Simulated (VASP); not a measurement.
# BN: single point with PBE

BN:

```
B N
1.0
     2.55951   -0.01613    0.04229
    -1.29372    2.00267    0.02012
     0.11251    0.12676    6.64401
B N
2 2
Direct
  0.34083 0.65623 0.26188
  0.65917 0.34377 0.73812
  0.35178 0.67551 0.73454
  0.64822 0.32449 0.26546
```

This cell differs from its parent crystal: strained and its atoms moved.

| Item | Value |
| --- | --- |
| Program | VASP 6.6.1 |
| Task | single point |
| Functional | PBE |
| Potentials or basis | VASP PAW PBE potentials, release 64 (B, N) |
| Cutoff | 520 eV |
| k mesh | 12 × 12 × 4 |
| Occupations | gaussian, width 0.02 eV |
| Spin | no spin polarisation |
| Dipole correction | no |
| Further INCAR settings | ALGO = Normal; EDIFF = 1e-06; NBANDS = 16 |

The pressure is 32.9 GPa, the largest force is 3.373 eV/Å and the band gap on the k mesh is 3.69 eV, indirect (least direct gap 4.50 eV).

Forces on the atoms (eV/Å):
```
B   -2.689 -1.988  0.156
B    2.689  1.988 -0.156
N   -2.687 -2.016  0.306
N    2.687  2.016 -0.306
```

Stress tensor (GPa, compression positive):
```
 2.61 -3.86  0.48
-3.86 92.51  1.94
 0.48  1.94  3.63
```

Levels at points of the mesh, in eV from the valence-band top:
```csv
k point,band 4,band 5,band 6,band 7,band 8,band 9,band 10,band 11,band 12,band 13
"(0.00, 0.00, 0.00)",-4.72,-2.25,-2.21,-0.35,-0.31,5.01,10.48,10.54,10.87,12.08
"(0.50, 0.00, 0.00)",-9.26,-4.27,-4.22,-2.20,-1.01,4.41,6.36,10.74,11.76,12.79
"(0.00, 0.50, 0.00)",-8.97,-5.39,-5.32,-0.86,-0.16,4.89,5.62,8.41,8.42,13.73
"(0.50, 0.50, 0.00)",-9.63,-3.15,-3.09,-1.83,-0.81,3.69,5.15,10.88,12.19,12.50
"(0.00, 0.00, 0.50)",-5.65,-2.24,-2.22,-0.34,-0.33,6.92,8.04,10.71,10.79,12.61
"(0.50, 0.00, 0.50)",-9.28,-4.26,-4.23,-1.85,-1.38,4.80,5.62,11.38,11.57,13.60
"(0.00, 0.50, 0.50)",-8.96,-5.37,-5.34,-0.50,-0.45,4.98,5.17,8.44,8.55,13.97
"(0.50, 0.50, 0.50)",-9.66,-3.13,-3.11,-1.43,-1.15,4.06,4.31,11.89,11.97,13.82
```

Run time: 54 s on 1 thread of Intel(R) Xeon(R) 6975P-C (Granite Rapids), with other jobs on the host, peak memory 0.24 GiB.

Caveat: the cell differs from its parent crystal (strained and its atoms moved); forces of over 1 eV/Å act on the atoms, so gaps and moduli don't describe the material at rest. A k mesh can miss the band edges.
